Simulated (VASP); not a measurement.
# Mg2Zn3O (P-3m1) in VASP: further runs

The runs below take Mg2Zn3O through relaxation of shape and atoms at fixed volume, relaxation of cell and atoms, with PBE.

Everything below comes from runs of VASP 6.6.1. Logs are shortened: lines on timing, memory, paths and dates and some standing lists are left out, and cuts for length are marked.

**1. The cell of the first run**

Symmetry: P-3m1, No. 164, trigonal system. Conventional cell: a = 2.990 Å, b = 2.990 Å, c = 11.026 Å, α = 90.00°, β = 90.00°, γ = 120.00°. Within 3.1 Å of Mg (site symmetry 3m) lie 3 O at 2.12 Å and 3 Zn at 2.81 Å and 9 Mg at 2.99 to 3.01 Å. Within 3.5 Å of Zn (site symmetry 3m) lie 9 Zn at 2.69 to 2.99 Å and 3 Mg at 2.81 Å. Zn (site symmetry -3m) has 12 Zn at 2.69 to 2.99 Å within 3.5 Å. O (site symmetry -3m) has 6 Mg at 2.12 Å within 2.8 Å.

**2. Relaxation of shape and atoms at fixed volume, PBE (14.22 Å³/atom)**

The input, INCAR:

```
SYSTEM = Mg2Zn3O
  PREC = Accurate
  ENCUT = 600
  EDIFF = 1E-6
  ISMEAR = 0
  SIGMA = 0.1
  LREAL = .FALSE.
  LASPH = .TRUE.
  NELM = 100
  ALGO = Normal
  ISIF = 4
  LWAVE = .FALSE.
  LCHARG = .FALSE.
  GGA = PE
  IBRION = 2
  NSW = 50
  EDIFFG = -0.01
```

The input, KPOINTS:

```
regular mesh
0
G
  12 12 4
  0 0 0
```

The input, POSCAR:

```
Mg2Zn3O
1.0
    2.9895345377      0.0000000000      0.0000000000
   -1.4947672689      2.5890128552      0.0000000000
    0.0000000000      0.0000000000     11.0257336443
Mg Zn O
2 3 1
Direct
    0.6666666667      0.3333333333      0.8880825490
    0.3333333333      0.6666666667      0.1119174510
    0.3333333333      0.6666666667      0.6867786260
    0.0000000000      0.0000000000      0.5000000000
    0.6666666667      0.3333333333      0.3132213740
    0.0000000000      0.0000000000      0.0000000000
```

Potentials or basis: VASP PAW PBE potentials, release 64 (Mg, Zn, O).

Started as:

```sh
cat potpaw_PBE.64/Mg/POTCAR potpaw_PBE.64/Zn/POTCAR potpaw_PBE.64/O/POTCAR > POTCAR
mpirun -np 1 vasp_std > vasp.out
```

OUTCAR:

```text
SYSTEM = Mg2Zn3O
   PREC = Accurate
   ENCUT = 600
   EDIFF = 1E-6
   ISMEAR = 0
   LREAL = .FALSE.
   LASPH = .TRUE.
   NELM = 100
   ISIF = 4
   GGA = PE
   IBRION = 2
   NSW = 50
   EDIFFG = -0.01

 ion  position               nearest neighbor table
   1  0.667  0.333  0.888-   6 2.12   6 2.12   6 2.12   3 2.81   3 2.81   3 2.81   2 3.01   2 3.01
                             2 3.01
   2  0.333  0.667  0.112-   6 2.12   6 2.12   6 2.12   5 2.81   5 2.81   5 2.81   1 3.01   1 3.01
                             1 3.01
   3  0.333  0.667  0.687-   4 2.69   4 2.69   4 2.69   1 2.81   1 2.81   1 2.81
   4  0.000  0.000  0.500-   3 2.69   5 2.69   5 2.69   3 2.69   5 2.69   3 2.69
   5  0.667  0.333  0.313-   4 2.69   4 2.69   4 2.69   2 2.81   2 2.81   2 2.81
   6  0.000  0.000  0.000-   1 2.12   2 2.12   1 2.12   2 2.12   1 2.12   2 2.12

  LATTYP: Found a hexagonal cell.
 ALAT       =     2.9895345377
 C/A-ratio  =     3.6881104751

  Lattice vectors:

 A1 = (   2.9895345377,   0.0000000000,   0.0000000000)
 A2 = (  -1.4947672689,   2.5890128552,   0.0000000000)
 A3 = (   0.0000000000,   0.0000000000,  11.0257336443)

Analysis of symmetry for initial positions (statically):
=====================================================================
 Subroutine PRICEL returns:
 Original cell was already a primitive cell.

 Routine SETGRP: Setting up the symmetry group for a
 hexagonal supercell.

 Subroutine GETGRP returns: Found 12 space group operations
 (whereof 12 operations were pure point group operations)
 out of a pool of 24 trial point group operations.

The static configuration has the point symmetry D_3d.

Analysis of symmetry for dynamics (positions and initial velocities):
=====================================================================
 Subroutine PRICEL returns:
 Original cell was already a primitive cell.

 Routine SETGRP: Setting up the symmetry group for a
 hexagonal supercell.

 Subroutine GETGRP returns: Found 12 space group operations
 (whereof 12 operations were pure point group operations)
 out of a pool of 24 trial point group operations.

The dynamic configuration has the point symmetry D_3d.

 Subroutine INISYM returns: Found 12 space group operations
 (whereof 12 operations are pure point group operations),
 and found     1 'primitive' translations

----------------------------------------------------------------------------------------

                                     Primitive cell

  volume of cell :      85.3386

  direct lattice vectors                    reciprocal lattice vectors
     2.989534538  0.000000000  0.000000000     0.334500233  0.193123800  0.000000000
    -1.494767269  2.589012855  0.000000000     0.000000000  0.386247599  0.000000000
     0.000000000  0.000000000 11.025733644     0.000000000  0.000000000  0.090696913

  length of vectors
     2.989534538  2.989534538 11.025733644     0.386247599  0.386247599  0.090696913

  position of ions in fractional coordinates (direct lattice)
     0.666666667  0.333333333  0.888082549
     0.333333333  0.666666667  0.111917451
     0.333333333  0.666666667  0.686778626
     0.000000000  0.000000000  0.500000000
     0.666666667  0.333333333  0.313221374
     0.000000000  0.000000000  0.000000000

  ion indices of the primitive-cell ions
   primitive index   ion index
                 1           1
                 2           2
                 3           3
                 4           4
                 5           5
                 6           6

----------------------------------------------------------------------------------------

 KPOINTS: regular mesh

Automatic generation of k-mesh.
 Grid dimensions read from file:
 generate k-points for:   12   12    4

 Generating k-lattice:

  Cartesian coordinates                     Fractional coordinates (reciprocal lattice)
     0.027875019  0.016093650  0.000000000     0.083333333  0.000000000  0.000000000
     0.000000000  0.032187300  0.000000000     0.000000000  0.083333333  0.000000000
     0.000000000  0.000000000  0.022674228     0.000000000  0.000000000  0.250000000

  Length of vectors
     0.032187300  0.032187300  0.022674228

  Shift w.r.t. Gamma in fractional coordinates (k-lattice)
     0.000000000  0.000000000  0.000000000

 Subroutine IBZKPT returns following result:
 ===========================================

 Found     69 irreducible k-points:

 Following reciprocal coordinates:
            Coordinates               Weight
  0.000000  0.000000  0.000000      1.000000
  0.083333  0.000000  0.000000      6.000000
  0.166667  0.000000  0.000000      6.000000
  0.250000  0.000000  0.000000      6.000000
  0.333333  0.000000  0.000000      6.000000
  0.416667  0.000000  0.000000      6.000000
[... 16 lines left out ...]
  0.166667  0.000000  0.250000      6.000000
  0.000000  0.166667  0.250000      6.000000
 [... further k-points ...]
   k-points           NKPTS =     69   k-points in BZ     NKDIM =     69   number of bands    NBANDS=     27
   number of dos      NEDOS =    301   number of ions     NIONS =      6
   total plane-waves  NPLWV =  51840
   dimension x,y,z NGX =    24 NGY =   24 NGZ =   90
   dimension x,y,z NGXF=    48 NGYF=   48 NGZF=  180
   ions per type =               2   3   1
   NGX,Y,Z   is equivalent  to a cutoff of  13.35, 13.35, 13.57 a.u.
   NGXF,Y,Z  is equivalent  to a cutoff of  26.69, 26.69, 27.14 a.u.
 SYSTEM =  Mg2Zn3O
   PREC   = accura    normal or accurate (medium, high low for compatibility)
   ISTART =      0    job   : 0-new  1-cont  2-samecut
   ICHARG =      2    charge: 1-file 2-atom 10-const
   ISPIN  =      1    spin polarized calculation?
   LNONCOLLINEAR =      F non collinear calculations
   LSORBIT =      F    spin-orbit coupling
   LASPH  =      T    aspherical Exc in radial PAW
   ENCUT  =  600.0 eV  44.10 Ry    6.64 a.u.   5.97  5.97 22.02*2*pi/ulx,y,z
   NELM   =    100;   NELMIN=  2; NELMDL= -5     # of ELM steps
   EDIFF  = 0.1E-05   stopping-criterion for ELM
   LREAL  =      F    real-space projection
   EDIFFG = -.1E-01   stopping-criterion for IOM
   NSW    =     50    number of steps for IOM
   IBRION =      2    ionic relax: 0-MD 1-quasi-New 2-CG
   NFREE  =      1    steps in history (QN), initial steepest desc. (CG)
   ISIF   =      4    stress and relaxation
   ISYM   =      2    0-nonsym 1-usesym 2-fastsym
   POTIM  = 0.5000    time-step for ionic-motion
   TEBEG  =    0.0;   TEEND  =   0.0 temperature during run
   PSTRESS=    0.0 pullay stress
   NELECT =      46.0000    total number of electrons
   NUPDOWN=      -1.0000    fix difference up-down
   EMIN   =  10.00;   EMAX   =-10.00  energy-range for DOS
   EFERMI =   0.00;   METHOD = LEGACY
   ISMEAR =     0;   SIGMA  =   0.10  broadening in eV -4-tet -1-fermi 0-gaus
   EFERMI_NEDOS =   21; number of points for ismear=-14 and -15
   IALGO  =     38    algorithm
   IMIX   =      4    mixing-type and parameters
     AMIX     =   0.40;   BMIX     =  1.00
     AMIX_MAG =   1.60;   BMIX_MAG =  1.00
  volume/ion in A,a.u.               =      14.22        95.98
  Fermi-wavevector in a.u.,A,eV,Ry     =   1.332332  2.517742 24.151806  1.775108
  Thomas-Fermi vector in A             =   2.461275
   LORBIT       =      0    0 simple, 1 ext, 2 COOP (PROOUT), +10 PAW based schemes
   GGA     = PE    functional components
   LHFCALC =     F    Hartree Fock is set to
   AEXX    =    0.0000 exact exchange contribution
   IVDW    =     0    specifies the selected vdW correction
   LEPSILON=     F    determine dielectric tensor
   LRPA    =     F    only Hartree local field effects (RPA)
 conjugate gradient relaxation of ions
 non-spin polarized calculation
 Gauss-broadening in eV      SIGMA  =   0.10
  energy-cutoff  :      600.00
  volume of cell :       85.34
 maximum number of plane-waves:      2886
   NGX = 11   NGY = 11   NGZ = 45

--------------------------------------- Ionic step        1  -------------------------------------------

 number of electron      45.9999972 magnetization

 Free energy of the ion-electron system (eV)
  ---------------------------------------------------
  ext. energy  EPLUGINS =         0.00000000
  ---------------------------------------------------
  free energy    TOTEN  =       -16.12890838 eV

  energy without entropy =      -16.12132320  energy(sigma->0) =      -16.12511579

------------------------ aborting loop because EDIFF is reached ----------------------------------------

  FORCE on cell =-STRESS in cart. coord.  units (eV):
  Direction    XX          YY          ZZ          XY          YZ          ZX
  --------------------------------------------------------------------------------------
  -------------------------------------------------------------------------------------
  Total        1.0945200      1.0945200      1.4920947     -0.0000000      0.0000000      0.0000000
  in kB       20.5489205     20.5489205     28.0131340     -0.0000000      0.0000000      0.0000000
  external PRESSURE =      23.0369917 kB  Pullay stress =       0.0000000 kB
[... 225 lines left out ...]
  energy  without entropy=      -16.1223872001  energy(sigma->0) =      -16.12617106

--------------------------------------- Ionic step        7  -------------------------------------------

 number of electron      45.9999968 magnetization

 Free energy of the ion-electron system (eV)
  ---------------------------------------------------
  ext. energy  EPLUGINS =         0.00000000
  ---------------------------------------------------
  free energy    TOTEN  =       -16.12996272 eV

  energy without entropy =      -16.12237570  energy(sigma->0) =      -16.12616921

 E-fermi :   3.8992     XC(G=0): -10.7769

 val. band max:        3.8943298987   @ k =  -0.0833   0.4167   0.2500
 cond. band min:       3.9168174311   @ k =   0.3333   0.3333   0.5000
 fundamental gap:      0.0224875324
 Fermi energy:         3.8992488524

 k-point     1 :       0.0000    0.0000    0.0000
  band No.  band energies     occupation
      1     -16.5487      2.00000
      2      -5.5227      2.00000
      3      -4.6508      2.00000
      4      -4.1032      2.00000
      5      -3.7860      2.00000
      6      -3.6870      2.00000
[... 709 lines left out ...]
     26      10.2288      0.00000
     27      11.0379      0.00000

 [... further k-points ...]

------------------------ aborting loop because EDIFF is reached ----------------------------------------

  FORCE on cell =-STRESS in cart. coord.  units (eV):
  Direction    XX          YY          ZZ          XY          YZ          ZX
  --------------------------------------------------------------------------------------
  -------------------------------------------------------------------------------------
  Total        1.1517340      1.1517340      1.1150884     -0.0000000     -0.0000000      0.0000000
  in kB       21.6230764     21.6230764     20.9350793     -0.0000000     -0.0000000      0.0000000
  external PRESSURE =      21.3937441 kB  Pullay stress =       0.0000000 kB
[... 21 lines left out ...]
  FREE ENERGIE OF THE ION-ELECTRON SYSTEM (eV)
  ---------------------------------------------------
  free  energy   TOTEN  =       -16.1299627178 eV

  energy  without entropy=      -16.1223757020  energy(sigma->0) =      -16.12616921

 reached required accuracy - stopping structural energy minimisation
```

It took 4.2 min on 1 thread of AMD EPYC 9R45 (Zen 5), shared host; peak memory 0.32 GiB.

What came out:

```yaml
Free_energy: -16.1300 eV
Energy_gained_by_relaxing: 0.2 meV/atom
Ionic_steps: 7
Pressure_after_relaxing: 2.1 GPa
Largest_force_after_relaxing: 0.004 eV/Å
Band_gap_on_the_k_mesh: zero (bands 23 and 24 overlap by 1.75 eV)
```

Forces in eV/Å, atoms in the order of the input:
```
Mg   0.000  0.000  0.004
Mg   0.000  0.000 -0.004
Zn   0.000  0.000  0.004
Zn   0.000  0.000  0.000
Zn   0.000  0.000 -0.004
O    0.000  0.000  0.000
```

Step by step:
| step | energy change (eV) | largest force (eV/Å) | pressure (GPa) | volume (Å³) |
| --- | --- | --- | --- | --- |
| 1 | 0.0000 | 0.0901 | 2.30 | 85.34 |
| 2 | -0.0010 | 0.0117 | 2.19 | 85.34 |
| 3 | -0.0010 | 0.0102 | 2.16 | 85.34 |
| 4 | -0.0010 | 0.0120 | 2.14 | 85.34 |
| 5 | -0.0010 | 0.0163 | 2.14 | 85.34 |
| 6 | -0.0010 | 0.0107 | 2.14 | 85.34 |
| 7 | -0.0011 | 0.0043 | 2.14 | 85.34 |

Final structure:
```
Mg Zn O
1.0
     2.98480    0.00000    0.00000
    -1.49240    2.58492    0.00000
     0.00000    0.00000   11.06071
Mg Zn O
2 3 1
Cartesian
  1.4924 0.8616 9.8186
  0.0000 1.7233 1.2421
  0.0000 1.7233 7.5992
  0.0000 0.0000 5.5304
  1.4924 0.8616 3.4615
  0.0000 0.0000 0.0000
```

(Part 1 of 2 ends here.)

The gap in the log of VASP goes by the Fermi energy; the results here count the filled bands.